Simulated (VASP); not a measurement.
Here is a VASP 6.6.1 calculation.

File INCAR:

```
PREC = Accurate
ENCUT = 600
EDIFF = 1E-6
ISMEAR = 0
SIGMA = 0.1
LREAL = F
LASPH = T
NELM = 60
ALGO = Normal
ISIF = 3
LWAVE = F
LCHARG = F
GGA = PE
IBRION = 2
NSW = 100
EDIFFG = -0.01
```

Contents of KPOINTS:

```
regular mesh
0
Gamma
  12 12 12
```

The input POSCAR:

```
NiGe3
1.0
    0.0000000000      3.2472716800      3.2472716800
    3.2472716800      0.0000000000      3.2472716800
    3.2472716800      3.2472716800      0.0000000000
Ni Ge
1 3
Direct
    0.0000000000      0.0000000000      0.0000000000
    0.2500000000      0.2500000000      0.2500000000
    0.7500000000      0.7500000000      0.7500000000
    0.5000000000      0.5000000000      0.5000000000
```

Potentials or basis: VASP PAW PBE potentials, release 64 (Ni, Ge_d).

Launch:

```bash
$ cat potpaw_PBE.64/Ni/POTCAR potpaw_PBE.64/Ge_d/POTCAR > POTCAR
$ mpirun -np 1 vasp_std > vasp.out
```

Question: Estimate the space group after relaxing (to 0.1 Å).

Answer: Fm-3m (No. 225).

Question: What does it give for the relaxed volume?

Answer: 16.51 Å³/atom.

Question: Estimate the relaxed cell.

Answer: a = 4.537 Å, b = 4.537 Å, c = 4.537 Å, α = 60.00°, β = 60.00°, γ = 60.00°.

Question: Predict the band gap on the k mesh.

Answer: Zero (bands 26 and 27 overlap by 0.70 eV).

Final structure:
```
Ni Ge
1.0
     0.00000    3.20810    3.20810
     3.20810    0.00000    3.20810
     3.20810    3.20810    0.00000
Ni Ge
1 3
Cartesian
  0.0000 0.0000 0.0000
  1.6040 1.6040 1.6040
  4.8121 4.8121 4.8121
  3.2081 3.2081 3.2081
```

Spin polarisation is off, so any magnetic state and its effect on volume and gap are missing.
